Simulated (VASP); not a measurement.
# NaCl (Pm-3m) in VASP: further runs

Runs on NaCl. Level: PBE. Tasks: electric field gradients.

Program: VASP 6.6.1. These are calculated values, not measurements. Logs are shortened: lines on timing, memory, paths and dates and some standing lists are left out, and cuts for length are marked.

## 1. The cell of the first run

It takes space group Pm-3m (No. 221, cubic). Conventional cell: a = 2.870 Å, b = 2.870 Å, c = 2.870 Å, α = 90.00°, β = 90.00°, γ = 90.00°. Within 3.3 Å of Na (site symmetry m-3m) lie 8 Cl at 2.49 Å and 6 Na at 2.87 Å. Cl (site symmetry m-3m) has 8 Na at 2.49 Å and 6 Cl at 2.87 Å within 3.3 Å.

## 2. Electric field gradients, PBE (11.81 Å³/atom)

INCAR reads:

```
SYSTEM = NaCl
PREC     = Accurate       ! precision mode
ENCUT    = 400            ! plane-wave cutoff, eV
EDIFF    = 1E-8           ! SCF threshold, eV
ISMEAR   = -1             ! smearing method
SIGMA    = 0.02           ! smearing width, eV
LREAL    = .False.        ! projectors in reciprocal space
LASPH    = .True.         ! aspherical terms in the spheres
NELM     = 120            ! most SCF steps
ALGO     = Normal         ! electronic algorithm
ISIF     = 2              ! what is computed and relaxed
LWAVE    = .False.        ! write WAVECAR
LCHARG   = .False.        ! write CHGCAR
GGA      = PE             ! functional
LEFG     = .True.       
NBANDS   = 14             ! bands
GGA_COMPAT= .False.
```

KPOINTS reads:

```
Automatic mesh
0
Gamma
  8 8 8
  0 0 0
```

POSCAR reads:

```
NaCl
1.0
    2.8695017309      0.0000000000      0.0000000000
    0.0000000000      2.8695017309      0.0000000000
    0.0000000000      0.0000000000      2.8695017309
Na Cl
1 1
Direct
    0.0000000000      0.0000000000      0.0000000000
    0.5000000000      0.5000000000      0.5000000000
```

Potentials or basis: VASP PAW PBE potentials, release 64 (Na_pv, Cl).

Run with:

```console
$ cat potpaw_PBE.64/Na_pv/POTCAR potpaw_PBE.64/Cl/POTCAR > POTCAR
$ mpirun -np 1 vasp_std > vasp.out
```

OUTCAR:

```text
SYSTEM = NaCl
   PREC = Accurate
   ENCUT = 400
   EDIFF = 1E-8
   ISMEAR = -1
   LREAL = .False.
   LASPH = .True.
   NELM = 120
   ISIF = 2
   GGA = PE

 ion  position               nearest neighbor table
   1  0.000  0.000  0.000-   2 2.49   2 2.49   2 2.49   2 2.49   2 2.49   2 2.49   2 2.49   2 2.49

   2  0.500  0.500  0.500-   1 2.49   1 2.49   1 2.49   1 2.49   1 2.49   1 2.49   1 2.49   1 2.49

  LATTYP: Found a simple cubic cell.
 ALAT       =     2.8695017309

  Lattice vectors:

 A1 = (   2.8695017309,   0.0000000000,   0.0000000000)
 A2 = (   0.0000000000,   2.8695017309,   0.0000000000)
 A3 = (   0.0000000000,   0.0000000000,   2.8695017309)

Analysis of symmetry for initial positions (statically):
=====================================================================
 Subroutine PRICEL returns:
 Original cell was already a primitive cell.

 Routine SETGRP: Setting up the symmetry group for a
 simple cubic supercell.

 Subroutine GETGRP returns: Found 48 space group operations
 (whereof 48 operations were pure point group operations)
 out of a pool of 48 trial point group operations.

The static configuration has the point symmetry O_h .

Analysis of symmetry for dynamics (positions and initial velocities):
=====================================================================
 Subroutine PRICEL returns:
 Original cell was already a primitive cell.

 Routine SETGRP: Setting up the symmetry group for a
 simple cubic supercell.

 Subroutine GETGRP returns: Found 48 space group operations
 (whereof 48 operations were pure point group operations)
 out of a pool of 48 trial point group operations.

The dynamic configuration has the point symmetry O_h .

 Subroutine INISYM returns: Found 48 space group operations
 (whereof 48 operations are pure point group operations),
 and found     1 'primitive' translations

----------------------------------------------------------------------------------------

                                     Primitive cell

  volume of cell :      23.6276

  direct lattice vectors                    reciprocal lattice vectors
     2.869501731  0.000000000  0.000000000     0.348492559  0.000000000  0.000000000
     0.000000000  2.869501731  0.000000000     0.000000000  0.348492559  0.000000000
     0.000000000  0.000000000  2.869501731     0.000000000  0.000000000  0.348492559

  length of vectors
     2.869501731  2.869501731  2.869501731     0.348492559  0.348492559  0.348492559

  position of ions in fractional coordinates (direct lattice)
     0.000000000  0.000000000  0.000000000
     0.500000000  0.500000000  0.500000000

  ion indices of the primitive-cell ions
   primitive index   ion index
                 1           1
                 2           2

----------------------------------------------------------------------------------------

 KPOINTS: Automatic mesh

Automatic generation of k-mesh.
 Grid dimensions read from file:
 generate k-points for:    8    8    8

 Generating k-lattice:

  Cartesian coordinates                     Fractional coordinates (reciprocal lattice)
     0.043561570  0.000000000  0.000000000     0.125000000  0.000000000  0.000000000
     0.000000000  0.043561570  0.000000000     0.000000000  0.125000000  0.000000000
     0.000000000  0.000000000  0.043561570     0.000000000  0.000000000  0.125000000

  Length of vectors
     0.043561570  0.043561570  0.043561570

  Shift w.r.t. Gamma in fractional coordinates (k-lattice)
     0.000000000  0.000000000  0.000000000

 Subroutine IBZKPT returns following result:
 ===========================================

 Found     35 irreducible k-points:

 Following reciprocal coordinates:
            Coordinates               Weight
  0.000000  0.000000  0.000000      1.000000
  0.125000  0.000000  0.000000      6.000000
  0.250000  0.000000  0.000000      6.000000
  0.375000  0.000000  0.000000      6.000000
  0.500000  0.000000  0.000000      3.000000
  0.125000  0.125000  0.000000     12.000000
[... 16 lines left out ...]
  0.375000  0.375000  0.125000     24.000000
  0.500000  0.375000  0.125000     24.000000
 [... further k-points ...]
   k-points           NKPTS =     35   k-points in BZ     NKDIM =     35   number of bands    NBANDS=     14
   number of dos      NEDOS =    301   number of ions     NIONS =      2
   total plane-waves  NPLWV =   8000
   dimension x,y,z NGX =    20 NGY =   20 NGZ =   20
   dimension x,y,z NGXF=    40 NGYF=   40 NGZF=   40
   ions per type =               1   1
   NGX,Y,Z   is equivalent  to a cutoff of  11.59, 11.59, 11.59 a.u.
   NGXF,Y,Z  is equivalent  to a cutoff of  23.17, 23.17, 23.17 a.u.
 SYSTEM =  NaCl
   PREC   = accura    normal or accurate (medium, high low for compatibility)
   ISTART =      0    job   : 0-new  1-cont  2-samecut
   ICHARG =      2    charge: 1-file 2-atom 10-const
   ISPIN  =      1    spin polarized calculation?
   LNONCOLLINEAR =      F non collinear calculations
   LSORBIT =      F    spin-orbit coupling
   LASPH  =      T    aspherical Exc in radial PAW
   ENCUT  =  400.0 eV  29.40 Ry    5.42 a.u.   4.68  4.68  4.68*2*pi/ulx,y,z
   NELM   =    120;   NELMIN=  2; NELMDL= -5     # of ELM steps
   EDIFF  = 0.1E-07   stopping-criterion for ELM
   LREAL  =      F    real-space projection
   EDIFFG = 0.1E-06   stopping-criterion for IOM
   NSW    =      0    number of steps for IOM
   IBRION =     -1    ionic relax: 0-MD 1-quasi-New 2-CG
   NFREE  =      0    steps in history (QN), initial steepest desc. (CG)
   ISIF   =      2    stress and relaxation
   ISYM   =      2    0-nonsym 1-usesym 2-fastsym
   POTIM  = 0.5000    time-step for ionic-motion
   TEBEG  =    0.0;   TEEND  =   0.0 temperature during run
   PSTRESS=    0.0 pullay stress
   NELECT =      14.0000    total number of electrons
   NUPDOWN=      -1.0000    fix difference up-down
   EMIN   =  10.00;   EMAX   =-10.00  energy-range for DOS
   EFERMI =   0.00;   METHOD = LEGACY
   ISMEAR =    -1;   SIGMA  =   0.02  broadening in eV -4-tet -1-fermi 0-gaus
   EFERMI_NEDOS =   21; number of points for ismear=-14 and -15
   IALGO  =     38    algorithm
   IMIX   =      4    mixing-type and parameters
     AMIX     =   0.40;   BMIX     =  1.00
     AMIX_MAG =   1.60;   BMIX_MAG =  1.00
  volume/ion in A,a.u.               =      11.81        79.72
  Fermi-wavevector in a.u.,A,eV,Ry     =   1.375026  2.598423 25.724500  1.890697
  Thomas-Fermi vector in A             =   2.500400
   LORBIT       =      0    0 simple, 1 ext, 2 COOP (PROOUT), +10 PAW based schemes
   GGA     = PE    functional components
   LHFCALC =     F    Hartree Fock is set to
   AEXX    =    0.0000 exact exchange contribution
   IVDW    =     0    specifies the selected vdW correction
   LEPSILON=     F    determine dielectric tensor
   LRPA    =     F    only Hartree local field effects (RPA)
 non-spin polarized calculation
  energy-cutoff  :      400.00
  volume of cell :       23.63
 maximum number of plane-waves:       442
 NGX is ok and might be reduce to    20
   NGX =  9   NGY =  9   NGZ =  9

 number of electron      13.9999987 magnetization

 Free energy of the ion-electron system (eV)
  ---------------------------------------------------
  ext. energy  EPLUGINS =         0.00000000
  ---------------------------------------------------
  free energy    TOTEN  =        -4.29108768 eV

  energy without entropy =       -4.29108768  energy(sigma->0) =       -4.29108768

 E-fermi :   7.0689     XC(G=0): -11.3164

 val. band max:        6.6630075141   @ k =   0.5000   0.5000   0.0000
 cond. band min:      11.1176706662   @ k =   0.5000   0.5000   0.0000
 fundamental gap:      4.4546631521
 Fermi energy:         7.0688867975

 k-point     1 :       0.0000    0.0000    0.0000
  band No.  band energies     occupation
      1     -16.0024      2.00000
      2     -16.0024      2.00000
      3     -16.0024      2.00000
      4     -10.2264      2.00000
      5       5.4225      2.00000
      6       5.4225      2.00000
      7       5.4225      2.00000
      8      13.3972      0.00000
      9      13.3972      0.00000
     10      14.0164      0.00000
     11      24.4670      0.00000
     12      24.4670      0.00000
     13      24.4670      0.00000
     14      29.0646      0.00000

 k-point     2 :       0.1250    0.0000    0.0000
  band No.  band energies     occupation
      1     -16.0684      2.00000
      2     -15.9975      2.00000
      3     -15.9975      2.00000
      4     -10.0250      2.00000
      5       4.2731      2.00000
      6       5.4858      2.00000
      7       5.4858      2.00000
      8      13.6412      0.00000
      9      13.9745      0.00000
     10      15.2134      0.00000
     11      23.2236      0.00000
     12      23.2236      0.00000
     13      24.6392      0.00000
     14      27.7353      0.00000

 k-point     3 :       0.2500    0.0000    0.0000
  band No.  band energies     occupation
      1     -16.2198      2.00000
      2     -15.9849      2.00000
      3     -15.9849      2.00000
      4      -9.5013      2.00000
      5       2.2102      2.00000
      6       5.6462      2.00000
      7       5.6462      2.00000
      8      14.3439      0.00000
      9      14.6729      0.00000
     10      18.1515      0.00000
     11      21.3002      0.00000
     12      21.3002      0.00000
     13      24.4203      0.00000
     14      25.1068      0.00000
[... 324 lines left out ...]
 k-point    23 :       0.3750    0.3750    0.1250
  band No.  band energies     occupation
      1     -16.2374      2.00000
      2     -16.2034      2.00000
      3     -15.9852      2.00000
      4      -8.0286      2.00000
      5       1.6929      2.00000
      6       1.8444      2.00000
      7       5.5181      2.00000
      8      12.7270      0.00000
      9      17.4598      0.00000
     10      17.8769      0.00000
     11      18.7594      0.00000
     12      23.4045      0.00000
     13      24.0627      0.00000
     14      27.7718      0.00000

 k-point    24 :       0.5000    0.3750    0.1250
  band No.  band energies     occupation
      1     -16.2619      2.00000
      2     -16.1999      2.00000
      3     -15.9800      2.00000
      4      -7.8674      2.00000
      5       1.2131      2.00000
      6       1.9949      2.00000
      7       5.6453      2.00000
      8      12.0567      0.00000
      9      17.3505      0.00000
     10      17.8399      0.00000
     11      18.7633      0.00000
     12      23.8707      0.00000
     13      24.3637      0.00000
     14      28.2823      0.00000

 [... further k-points ...]

------------------------ aborting loop because EDIFF is reached ----------------------------------------

  FORCE on cell =-STRESS in cart. coord.  units (eV):
  Direction    XX          YY          ZZ          XY          YZ          ZX
  --------------------------------------------------------------------------------------
  -------------------------------------------------------------------------------------
  Total        9.1955693      9.1955693      9.1955693      0.0000000     -0.0000000      0.0000000
  in kB      623.5477701    623.5477701    623.5477701      0.0000000     -0.0000000      0.0000000
  external PRESSURE =     623.5477701 kB  Pullay stress =       0.0000000 kB

 VOLUME and BASIS-vectors are now :
 -----------------------------------------------------------------------------
  energy-cutoff  :      400.00
  volume of cell :       23.63
      direct lattice vectors                 reciprocal lattice vectors
     2.869501731  0.000000000  0.000000000     0.348492559  0.000000000  0.000000000
     0.000000000  2.869501731  0.000000000     0.000000000  0.348492559  0.000000000
     0.000000000  0.000000000  2.869501731     0.000000000  0.000000000  0.348492559

 POSITION                                       TOTAL-FORCE (eV/Angst)
 -----------------------------------------------------------------------------------
      0.00000      0.00000      0.00000         0.000000      0.000000      0.000000
      1.43475      1.43475      1.43475         0.000000      0.000000      0.000000
 -----------------------------------------------------------------------------------
    total drift:                                0.000000      0.000000      0.000000

  FREE ENERGIE OF THE ION-ELECTRON SYSTEM (eV)
  ---------------------------------------------------
  free  energy   TOTEN  =        -4.2910876826 eV

  energy  without entropy=       -4.2910876826  energy(sigma->0) =       -4.29108768

 Electric field gradients (V/A^2)
---------------------------------------------------------------------
 ion       V_xx      V_yy      V_zz      V_xy      V_xz      V_yz
---------------------------------------------------------------------
   1      -0.000    -0.000     0.000    -0.000    -0.000    -0.000
   2      -0.000    -0.000     0.000    -0.000    -0.000     0.000
---------------------------------------------------------------------

 Electric field gradients after diagonalization (V/A^2)
 (convention: |V_zz| > |V_xx| > |V_yy|)
----------------------------------------------------------------------
 ion       V_xx      V_yy      V_zz     asymmetry (V_yy - V_xx)/ V_zz
----------------------------------------------------------------------
   1      -0.000    -0.000     0.000       0.115
   2       0.000    -0.000    -0.000       1.578
----------------------------------------------------------------------

           NMR quadrupolar parameters

 Cq : quadrupolar parameter    Cq=e*Q*V_zz/h
 eta: asymmetry parameters     (V_yy - V_xx)/ V_zz
 Q  : nuclear electric quadrupole moment in mb (millibarn)
----------------------------------------------------------------------
 ion       Cq(MHz)       eta       Q (mb)
----------------------------------------------------------------------
   1       0.000       0.115       1.000
   2      -0.000       1.578       1.000
----------------------------------------------------------------------
```

Wall time 19 s (1 thread of AMD EPYC, shared host); peak memory 0.09 GiB.

What came out:

```
Free energy                             : -4.2911 eV
Pressure                                : 62.4 GPa
Band gap on the k mesh                  : 4.45 eV
Largest electric field gradient by atom : zero within the noise of the run
```

Caveat: the cell stands under pressure. A k mesh can miss the band edges.

[end of part 1 of 3]
